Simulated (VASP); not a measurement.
Set up this calculation in VASP 6.6.1, as the native input.

- Task: single point
- Functional: PBE
- Dispersion: D3(BJ)
- Potentials or basis: VASP PAW PBE potentials, release 64 (Sn_d, O)
- Cutoff: 520 eV
- k mesh: 12 × 12 × 4
- Occupations: gaussian, width 0.05 eV
- Spin: no spin polarisation
- Dipole correction: no
- Further INCAR settings: ALGO = Normal; EDIFF = 1e-07; NBANDS = 35

The structure of SnO2 lies in POSCAR:

```
SnO2
1.0
    3.2115702651      0.0000000000      0.0000000000
   -1.6057851326      2.7813014356      0.0000000000
    0.0000000000      0.0000000000      9.5670493336
Sn O
2 4
Direct
    0.0000000000      0.0000000000      0.5000000000
    0.0000000000      0.0000000000      0.0000000000
    0.6666666667      0.3333333333      0.4018666787
    0.6666666667      0.3333333333      0.0981333213
    0.3333333333      0.6666666667      0.5981333213
    0.3333333333      0.6666666667      0.9018666787
```

This cell differs from its parent crystal: strain -0.0750 x Voigt [0, 0, 1, 0, 0, 0].

These files were run (other wordings do the same):

INCAR

```
SYSTEM = SnO2
  PREC = Accurate
  ENCUT = 520
  EDIFF = 1E-7
  ISMEAR = 0
  SIGMA = 0.05
  LREAL = .FALSE.
  LASPH = .TRUE.
  NELM = 100
  ALGO = Normal
  ISIF = 2
  LWAVE = .FALSE.
  LCHARG = .FALSE.
  GGA = PE
  IVDW = 12
  NBANDS = 35
```

KPOINTS

```
regular mesh
0
G
  12 12 4
  0 0 0
```

Potentials or basis: VASP PAW PBE potentials, release 64 (Sn_d, O).

Run with:

```console
$ cat potpaw_PBE.64/Sn_d/POTCAR potpaw_PBE.64/O/POTCAR > POTCAR
$ mpirun -np 1 vasp_std > vasp.out
```

It gave:

```json
{"Pressure": "7.9 GPa", "Largest force": "1.023 eV/Å", "Band gap on the k mesh": "1.89 eV (least direct gap 2.40 eV)", "Dispersion energy per atom": "-0.179 eV"}
```

Caveat: the cell differs from its parent crystal (strain -0.0750 x Voigt [0, 0, 1, 0, 0, 0]); the cell stands under pressure; spin-orbit coupling is left out, which moves the levels of the heavy elements; forces of over 1 eV/Å act on the atoms, so gaps and moduli don't describe the material at rest.

Run time: 68 s on 1 thread of AMD EPYC 9R45 96-Core Processor (Zen 5), with other jobs on the host, peak memory 0.26 GiB.
